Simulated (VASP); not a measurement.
Input of a VASP 6.6.1 run:

The input INCAR:

```
SYSTEM = Si62As
PREC = Accurate
ENCUT = 520
EDIFF = 1E-6
ISMEAR = -1
SIGMA = 0.05
LREAL = Auto
LASPH = .TRUE.
NELM = 150
ALGO = Normal
ISIF = 2
LWAVE = .FALSE.
LCHARG = .FALSE.
ISPIN = 2
MAGMOM = 0 0 0 0 0 0 0 0 0 0 0 0 0 0 0 0 0 0 0 0 0 0 0 0 0 0 0 0 0 0 0 0 0 0 0 0 0 0 0 0 0 0 0 0 0 0 0 0 0 0 0 0 0 0 0 0 0 0 0 0 0 0 0
LORBIT = 11
GGA = PE
IVDW = 12
NBANDS = 168
```

The input KPOINTS:

```
Automatic mesh
0
G
  1 1 1
  0 0 0
```

Contents of POSCAR:

```
Si62As
1.0
   10.8600000000      0.0000000000      0.0000000000
    0.0000000000     10.8600000000      0.0000000000
    0.0000000000      0.0000000000     10.8600000000
Si As
62 1
Direct
    0.4994591160      0.0011841621      0.0005408840
    0.6257606814      0.1262282689      0.1250416206
    0.7500143646      0.2524600368     -0.0010203499
    0.8746830571      0.3753169429      0.1257765193
    0.7503424494     -0.0002302947      0.2497697053
    0.8763062615      0.1253571823      0.3753571823
   -0.0002518416      0.0012327808     -0.0019853591
    0.1250484346      0.1249515654      0.1239121547
    0.2487672192      0.2502518416     -0.0019853591
    0.3749300184      0.3752741252      0.1250699816
    0.4994063536      0.5018331492      0.0005936464
    0.6240764273      0.6259235727      0.1266026703
    0.7481668508      0.7505936464      0.0005936464
    0.8747258748      0.8750699816      0.1250699816
    0.2503495396     -0.0003495396      0.2496504604
    0.3760878453      0.1249515654      0.3749515654
    0.5019853591      0.2502518416      0.2512327808
    0.6285683241      0.3760038674      0.3792937385
    0.7498360037      0.5001639963      0.2505978821
    0.8739961326      0.6214316759      0.3792937385
    0.5019853591      0.0012327808      0.5002518416
    0.6285683241      0.1292937385      0.6260038674
    0.7583912523      0.2522000000      0.5022000000
    0.7498360037      0.0005978821      0.7501639963
    0.8739961326      0.1292937385      0.8714316759
   -0.0024600368      0.4999856354     -0.0010203499
    0.1237717311      0.6242393186      0.1250416206
    0.2488158379      0.7505408840      0.0005408840
    0.3747430939      0.8752569061      0.1252569061
    0.0004923573      0.2495076427      0.2488426335
    0.1246428177      0.3736937385      0.3753571823
    0.2502302947      0.4996575506      0.2497697053
    0.3749583794      0.6242393186      0.3762282689
    0.4994591160      0.7505408840      0.2511841621
    0.6257606814      0.8750416206      0.3762282689
    0.0004923573     -0.0011573665      0.4995076427
    0.1246428177      0.1253571823      0.6236937385
    0.2511573665      0.2495076427      0.4995076427
    0.3742234807      0.3753169429      0.6253169429
    0.5010203499      0.4999856354      0.5024600368
    0.6246783610      0.6253216390      0.6287886740
    0.7500143646      0.7489796501      0.5024600368
    0.8746830571      0.8757765193      0.6253169429
    0.2502302947     -0.0002302947      0.7496575506
    0.3749583794      0.1262282689      0.8742393186
    0.5010203499      0.2524600368      0.7499856354
    0.6246783610      0.3787886740      0.8753216390
    0.8712113260      0.6253216390      0.8753216390
   -0.0002518416      0.7480146409      0.2512327808
    0.1250484346      0.8739121547      0.3749515654
   -0.0022000000      0.4916087477      0.5022000000
    0.1207062615      0.6214316759      0.6260038674
    0.2487672192      0.7480146409      0.5002518416
    0.3749300184      0.8750699816      0.6252741252
   -0.0022000000      0.2522000000      0.7416087477
    0.1207062615      0.3760038674      0.8714316759
    0.2494021179      0.5001639963      0.7501639963
    0.3733973297      0.6259235727      0.8759235727
    0.4994063536      0.7505936464      0.7518331492
    0.6240764273      0.8766026703      0.8759235727
   -0.0024600368      0.7489796501      0.7499856354
    0.1237717311      0.8750416206      0.8742393186
    0.7634393186      0.4865606814      0.7365606814
```

Potentials or basis: VASP PAW PBE potentials, release 64 (Si, As).

Command:

```bash
$ cat potpaw_PBE.64/Si/POTCAR potpaw_PBE.64/As/POTCAR > POTCAR
$ mpirun -np 1 vasp_gam > vasp.out
```

**Question.** Estimate the dispersion energy per atom.

**Answer.** -0.317 eV.

**Question.** What does it give for the largest force?

**Answer.** 0.021 eV/Å.

Forces on the atoms (eV/Å):
```
Si  -0.002  0.002  0.002
Si   0.002 -0.001  0.002
Si   0.001 -0.003  0.001
Si  -0.003  0.003 -0.001
Si   0.007 -0.004 -0.004
Si   0.000 -0.009 -0.009
Si   0.002  0.007 -0.003
Si   0.000  0.000 -0.001
Si  -0.007 -0.002 -0.003
Si   0.004  0.002 -0.004
Si  -0.008 -0.007  0.008
Si  -0.001  0.001  0.004
Si   0.007  0.008  0.008
Si  -0.002 -0.004 -0.004
Si   0.002 -0.002 -0.002
Si   0.001  0.000  0.000
Si   0.003 -0.002  0.007
Si  -0.013  0.001 -0.014
Si  -0.004  0.004  0.001
Si  -0.001  0.013 -0.014
Si   0.003  0.007 -0.002
Si  -0.013 -0.014  0.001
Si   0.016  0.009  0.009
Si  -0.004  0.001  0.004
Si  -0.001 -0.014  0.013
Si   0.003 -0.001  0.001
Si   0.001 -0.002  0.002
Si  -0.002  0.002  0.002
Si   0.001 -0.001 -0.001
Si   0.005 -0.005  0.003
Si   0.009  0.000 -0.009
Si   0.004 -0.007 -0.004
Si  -0.002 -0.002 -0.001
Si  -0.002  0.002  0.002
Si   0.002  0.002 -0.001
Si   0.005  0.003 -0.005
Si   0.009 -0.009  0.000
Si  -0.003 -0.005 -0.005
Si   0.001  0.003  0.003
Si  -0.001 -0.001 -0.003
Si  -0.011  0.011  0.007
Si   0.001  0.001 -0.003
Si  -0.003 -0.001  0.003
Si   0.004 -0.004 -0.007
Si  -0.002 -0.001 -0.002
Si  -0.001 -0.003 -0.001
Si  -0.011  0.007  0.011
Si  -0.007  0.011  0.011
Si   0.002 -0.003  0.007
Si   0.000 -0.001  0.000
Si  -0.009 -0.016  0.009
Si   0.014  0.013  0.001
Si  -0.007 -0.003 -0.002
Si   0.004 -0.004  0.002
Si  -0.009  0.009 -0.016
Si   0.014  0.001  0.013
Si  -0.001  0.004  0.004
Si  -0.004  0.001  0.001
Si  -0.008  0.008 -0.007
Si  -0.001  0.004  0.001
Si   0.003  0.001 -0.001
Si   0.001  0.002 -0.002
As   0.010 -0.010 -0.010
```

Caveat: the k points lie up to 0.58 Å⁻¹ apart; no moment was typed at the start, so none could form.
